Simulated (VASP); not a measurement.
Na2Al2O: relaxation of cell and atoms with PBE

Na2Al2O:

```
CELL_PARAMETERS angstrom
4.35437 0.00000 0.00000
-2.17718 3.77099 0.00000
0.00000 0.00000 6.82152
ATOMIC_POSITIONS crystal
Na 0.33333 0.66667 0.00000
Na 0.66667 0.33333 0.00000
Al 0.33333 0.66667 0.50000
Al 0.66667 0.33333 0.50000
O 0.00000 0.00000 0.00000
```

```yaml
Program: VASP 6.6.1
Task: relaxation of cell and atoms
Functional: PBE
Potentials_or_basis: VASP PAW PBE potentials, release 64 (Na_pv, Al, O)
Cutoff: 600 eV
k_mesh: 12 × 12 × 6
Occupations: gaussian, width 0.1 eV
Spin: no spin polarisation
Dipole_correction: no
Further_INCAR_settings: ALGO = Normal; EDIFF = 1e-06; IBRION = 2; EDIFFG = -0.01; NSW = 100; ISIF = 3
```

| Property | Result |
| --- | --- |
| Relaxed volume | 22.67 Å³/atom |
| Relaxed cell | a = 4.346 Å, b = 4.346 Å, c = 6.928 Å, α = 90.00°, β = 90.00°, γ = 120.00° |
| Space group after relaxing (to 0.05 Å) | P6/mmm (No. 191) |
| Energy gained by relaxing | 0.4 meV/atom |
| Ionic steps | 5 |
| Pressure after relaxing | 0.0 GPa |
| Band gap on the k mesh | zero (band 13 reaches 2.57 eV, above the bottom of band 14 at 1.34 eV) |

Step by step:
| step | energy change (eV) | largest force (eV/Å) | pressure (GPa) | volume (Å³) |
| --- | --- | --- | --- | --- |
| 1 | 0.0000 | 0.0000 | 0.02 | 112.01 |
| 2 | -0.0006 | 0.0000 | 0.08 | 112.05 |
| 3 | -0.0011 | 0.0000 | 0.23 | 112.14 |
| 4 | -0.0015 | 0.0000 | 0.17 | 112.48 |
| 5 | -0.0019 | 0.0000 | 0.04 | 113.34 |

Final structure:
```xyz
5
Lattice="4.3463 0.0000 0.0000 -2.1731 3.7640 0.0000 0.0000 0.0000 6.9280" Properties=species:S:1:pos:R:3 pbc="T T T"
Na    0.0000    2.5093    0.0000
Na    2.1731    1.2547    0.0000
Al    0.0000    2.5093    3.4640
Al    2.1731    1.2547    3.4640
O     0.0000    0.0000    0.0000
```

Levels at points of the mesh, in eV from the Fermi level:
```
           k point  band 11  band 12  band 13  band 14  band 15  band 16
(0.00, 0.00, 0.00)    -1.28     0.07     0.97     0.97     1.50     3.24
(0.50, 0.00, 0.00)    -1.38    -1.07    -0.13     0.19     1.97     2.41
(0.00, 0.00, 0.50)    -1.28    -1.03     0.97     0.97     3.29     4.05
(0.50, 0.00, 0.50)    -1.34    -0.84    -0.20     0.58     1.26     2.52
```

Wall time 6.1 min on 1 thread of Intel(R) Xeon(R) Platinum 8259CL CPU @ 2.50GHz (Skylake/Cascade Lake), with other jobs on the host, peak memory 0.37 GiB.
